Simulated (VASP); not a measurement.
# Y (P6_3/mmc) in VASP: a series of runs, part 2 of 3

VASP 6.6.1. The steps go on from the part before.

**3. Relaxation of cell and atoms, PBE, target pressure 81 GPa, at which the enthalpy is minimised**

This run uses another cell than the first one: it holds 2 atoms, not 4.

The input, INCAR:

```
SYSTEM = Y
ALGO     = Normal         ! electronic algorithm
EDIFF    = 1E-7           ! SCF threshold, eV
EDIFFG   = -0.005         ! ionic threshold
ENCUT    = 600            ! plane-wave cutoff, eV
GGA      = PE             ! functional
IBRION   = 2              ! ionic algorithm
ISIF     = 3              ! what is computed and relaxed
ISMEAR   = -1             ! smearing method
LASPH    = .TRUE.         ! aspherical terms in the spheres
LCHARG   = .FALSE.        ! write CHGCAR
LREAL    = .FALSE.        ! projectors in reciprocal space
LWAVE    = .FALSE.        ! write WAVECAR
NELM     = 100            ! most SCF steps
NSW      = 60             ! ionic steps
PREC     = Accurate       ! precision mode
PSTRESS  = 810.0        
SIGMA    = 0.05           ! smearing width, eV
```

The input, KPOINTS:

```
k-points
0
G
  15 15 9
  0 0 0
```

The input, POSCAR:

```
Y
1.0
    2.8323935067      0.0000000000      0.0000000000
   -1.4161967533      2.4529247303      0.0000000000
    0.0000000000      0.0000000000      4.5884774808
Y
2
Direct
    0.3333333333      0.6666666667      0.2500000000
    0.6666666667      0.3333333333      0.7500000000
```

Potentials or basis: VASP PAW PBE potentials, release 64 (Y_sv).

Run with:

```
cat potpaw_PBE.64/Y_sv/POTCAR > POTCAR
mpirun -np 1 vasp_std > vasp.out
```

OUTCAR:

```text
SYSTEM = Y
   EDIFF = 1E-7
   EDIFFG = -0.005
   ENCUT = 600
   GGA = PE
   IBRION = 2
   ISIF = 3
   ISMEAR = -1
   LASPH = .TRUE.
   LREAL = .FALSE.
   NELM = 100
   NSW = 60
   PREC = Accurate
   PSTRESS = 810.0

 ion  position               nearest neighbor table
   1  0.333  0.667  0.250-   2 2.82   2 2.82   2 2.82   2 2.82   2 2.82   2 2.82   2 4.00   2 4.00
                             2 4.00   2 4.00   2 4.00   2 4.00
   2  0.667  0.333  0.750-   1 2.82   1 2.82   1 2.82   1 2.82   1 2.82   1 2.82   1 4.00   1 4.00
                             1 4.00   1 4.00   1 4.00   1 4.00

  LATTYP: Found a hexagonal cell.
 ALAT       =     2.8323935067
 C/A-ratio  =     1.6200000000

  Lattice vectors:

 A1 = (   2.8323935067,   0.0000000000,   0.0000000000)
 A2 = (  -1.4161967533,   2.4529247303,   0.0000000000)
 A3 = (   0.0000000000,   0.0000000000,   4.5884774808)

Analysis of symmetry for initial positions (statically):
=====================================================================
 Subroutine PRICEL returns:
 Original cell was already a primitive cell.

 Routine SETGRP: Setting up the symmetry group for a
 hexagonal supercell.

 Subroutine GETGRP returns: Found 24 space group operations
 (whereof 12 operations were pure point group operations)
 out of a pool of 24 trial point group operations.

The static configuration has the point symmetry D_3d.
 The point group associated with its full space group is D_6h.

Analysis of symmetry for dynamics (positions and initial velocities):
=====================================================================
 Subroutine PRICEL returns:
 Original cell was already a primitive cell.

 Routine SETGRP: Setting up the symmetry group for a
 hexagonal supercell.

 Subroutine GETGRP returns: Found 24 space group operations
 (whereof 12 operations were pure point group operations)
 out of a pool of 24 trial point group operations.

The dynamic configuration has the point symmetry D_3d.
 The point group associated with its full space group is D_6h.

 Subroutine INISYM returns: Found 24 space group operations
 (whereof 12 operations are pure point group operations),
 and found     1 'primitive' translations

----------------------------------------------------------------------------------------

                                     Primitive cell

  volume of cell :      31.8791

  direct lattice vectors                    reciprocal lattice vectors
     2.832393507  0.000000000  0.000000000     0.353058287  0.203838297  0.000000000
    -1.416196753  2.452924730  0.000000000     0.000000000  0.407676594  0.000000000
     0.000000000  0.000000000  4.588477481     0.000000000  0.000000000  0.217937214

  length of vectors
     2.832393507  2.832393507  4.588477481     0.407676594  0.407676594  0.217937214

  position of ions in fractional coordinates (direct lattice)
     0.333333333  0.666666667  0.250000000
     0.666666667  0.333333333  0.750000000

  ion indices of the primitive-cell ions
   primitive index   ion index
                 1           1
                 2           2

[... 60 lines left out ...]
   NGXF,Y,Z  is equivalent  to a cutoff of  28.17, 28.17, 28.98 a.u.
 SYSTEM =  Y
   PREC   = accura    normal or accurate (medium, high low for compatibility)
   ISTART =      0    job   : 0-new  1-cont  2-samecut
   ICHARG =      2    charge: 1-file 2-atom 10-const
   ISPIN  =      1    spin polarized calculation?
   LNONCOLLINEAR =      F non collinear calculations
   LSORBIT =      F    spin-orbit coupling
   LASPH  =      T    aspherical Exc in radial PAW
   ENCUT  =  600.0 eV  44.10 Ry    6.64 a.u.   5.66  5.66  9.16*2*pi/ulx,y,z
   NELM   =    100;   NELMIN=  2; NELMDL= -5     # of ELM steps
   EDIFF  = 0.1E-06   stopping-criterion for ELM
   LREAL  =      F    real-space projection
   EDIFFG = -.5E-02   stopping-criterion for IOM
   NSW    =     60    number of steps for IOM
   IBRION =      2    ionic relax: 0-MD 1-quasi-New 2-CG
   NFREE  =      1    steps in history (QN), initial steepest desc. (CG)
   ISIF   =      3    stress and relaxation
   ISYM   =      2    0-nonsym 1-usesym 2-fastsym
   POTIM  = 0.5000    time-step for ionic-motion
   TEBEG  =    0.0;   TEEND  =   0.0 temperature during run
   PSTRESS=  810.0 pullay stress
   NELECT =      22.0000    total number of electrons
   NUPDOWN=      -1.0000    fix difference up-down
   EMIN   =  10.00;   EMAX   =-10.00  energy-range for DOS
   EFERMI =   0.00;   METHOD = LEGACY
   ISMEAR =    -1;   SIGMA  =   0.05  broadening in eV -4-tet -1-fermi 0-gaus
   EFERMI_NEDOS =   21; number of points for ismear=-14 and -15
   IALGO  =     38    algorithm
   IMIX   =      4    mixing-type and parameters
     AMIX     =   0.40;   BMIX     =  1.00
     AMIX_MAG =   1.60;   BMIX_MAG =  1.00
  volume/ion in A,a.u.               =      15.94       107.57
  Fermi-wavevector in a.u.,A,eV,Ry     =   1.446706  2.733878 28.476422  2.092958
  Thomas-Fermi vector in A             =   2.564744
   LORBIT       =      0    0 simple, 1 ext, 2 COOP (PROOUT), +10 PAW based schemes
   GGA     = PE    functional components
   LHFCALC =     F    Hartree Fock is set to
   AEXX    =    0.0000 exact exchange contribution
   IVDW    =     0    specifies the selected vdW correction
   LEPSILON=     F    determine dielectric tensor
   LRPA    =     F    only Hartree local field effects (RPA)
 conjugate gradient relaxation of ions
 non-spin polarized calculation
  energy-cutoff  :      600.00
  volume of cell :       31.88
 maximum number of plane-waves:      1093
 NGX is ok and might be reduce to    24

--------------------------------------- Ionic step        1  -------------------------------------------

 number of electron      22.0000001 magnetization

 Free energy of the ion-electron system (eV)
  ---------------------------------------------------
  ext. energy  EPLUGINS =         0.00000000
  ---------------------------------------------------
  free energy    TOTEN  =        -7.56823229 eV

  energy without entropy =       -7.55149468  energy(sigma->0) =       -7.55986348

------------------------ aborting loop because EDIFF is reached ----------------------------------------

  FORCE on cell =-STRESS in cart. coord.  units (eV):
  Direction    XX          YY          ZZ          XY          YZ          ZX
  --------------------------------------------------------------------------------------
  -------------------------------------------------------------------------------------
  Total       16.0818320     16.0818320     17.1315602      0.0000000     -0.0000000      0.0000000
  in kB      808.2387840    808.2387840    860.9958961      0.0000000     -0.0000000      0.0000000
  external PRESSURE =      15.8244880 kB  Pullay stress =     810.0000000 kB
[... 291 lines left out ...]
--------------------------------------- Ionic step        9  -------------------------------------------

 number of electron      22.0000001 magnetization

 Free energy of the ion-electron system (eV)
  ---------------------------------------------------
  ext. energy  EPLUGINS =         0.00000000
  ---------------------------------------------------
  free energy    TOTEN  =        -7.64934540 eV

  energy without entropy =       -7.63466293  energy(sigma->0) =       -7.64200416

 E-fermi :   7.4751     XC(G=0): -12.6699

 val. band max:        7.4735359381   @ k =   0.4000   0.2000   0.4444
 cond. band min:       7.4832887709   @ k =   0.2667   0.2000   0.4444
 fundamental gap:      0.0097528328
 Fermi energy:         7.4751011573

 k-point     1 :       0.0000    0.0000    0.0000
  band No.  band energies     occupation
      1     -34.8944      2.00000
      2     -34.0302      2.00000
      3     -16.6182      2.00000
      4     -12.8587      2.00000
      5     -12.8587      2.00000
      6     -12.6497      2.00000
      7     -12.4401      2.00000
      8     -12.4401      2.00000
      9       3.1506      2.00000
     10       4.5851      2.00000
     11       9.0345      0.00000
     12       9.7284      0.00000
     13       9.7284      0.00000
     14      10.8371      0.00000
[... 401 lines left out ...]
      2     -33.5896      2.00000
      3     -16.1240      2.00000
      4     -15.5116      2.00000
      5     -14.6780      2.00000
      6     -14.4985      2.00000
      7     -13.9226      2.00000
      8     -13.7123      2.00000
      9       4.5374      2.00000
     10       6.1185      2.00000
     11       7.2465      1.97954
     12       8.8345      0.00000
     13       9.5764      0.00000
     14       9.7294      0.00000
     15      11.4587      0.00000

 [... further k-points ...]

------------------------ aborting loop because EDIFF is reached ----------------------------------------

  FORCE on cell =-STRESS in cart. coord.  units (eV):
  Direction    XX          YY          ZZ          XY          YZ          ZX
  --------------------------------------------------------------------------------------
  -------------------------------------------------------------------------------------
  Total       16.1775714     16.1775713     16.1819288      0.0000000     -0.0000000      0.0000000
  in kB      809.8714951    809.8714950    810.0896360      0.0000001     -0.0000000      0.0000000
  external PRESSURE =      -0.0557913 kB  Pullay stress =     810.0000000 kB
[... 21 lines left out ...]
  energy  without entropy=       -7.6346629254  energy(sigma->0) =       -7.64200416

  enthalpy is  TOTEN    =         8.5307928980 eV   P V=       16.1801382982

 reached required accuracy - stopping structural energy minimisation
```

Wall time 3.6 min (1 thread of Intel Xeon 6975P-C (Granite Rapids), shared host); peak memory 0.24 GiB.

Results:

```yaml
Free_energy: -7.6493 eV
Relaxed_volume: 16.00 Å³/atom
Relaxed_cell: a = 2.794 Å, b = 2.794 Å, c = 4.734 Å, α = 90.00°, β = 90.00°, γ = 120.00°
Space_group_after_relaxing_to_0.1_Å: P6_3/mmc (No. 194)
Energy_change_on_relaxing_the_run_minimises_the_enthalpy: -40.6 meV/atom
Ionic_steps: 9
Pressure_after_relaxing: 81.0 GPa
Band_gap_on_the_k_mesh: zero (bands 11 and 12 overlap by 2.72 eV)
```

Step by step:
```
step  energy change (eV)  largest force (eV/Å)  pressure (GPa)  volume (Å³)
   1              0.0000                0.0000           82.58        31.88
   2             -0.3737                0.0000           77.09        32.60
   3             -0.2659                0.0000           78.72        32.39
   4             -0.1427                0.0000           80.20        32.13
   5             -0.0998                0.0000           80.70        32.04
   6             -0.1033                0.0000           80.66        32.05
   7             -0.0644                0.0000           81.26        31.97
   8             -0.0851                0.0000           80.94        32.01
   9             -0.0811                0.0000           80.99        32.00
```

Final structure:
```
CELL_PARAMETERS angstrom
2.79396 0.00000 0.00000
-1.39698 2.41964 0.00000
0.00000 0.00000 4.73411
ATOMIC_POSITIONS crystal
Y 0.33333 0.66667 0.25000
Y 0.66667 0.33333 0.75000
```

Caveat: the cell is relaxed towards a set pressure, so the run minimises the enthalpy, not the energy.

(Continued in part 3 of 3.)

The gap in the log of VASP goes by the Fermi energy; the results here count the filled bands.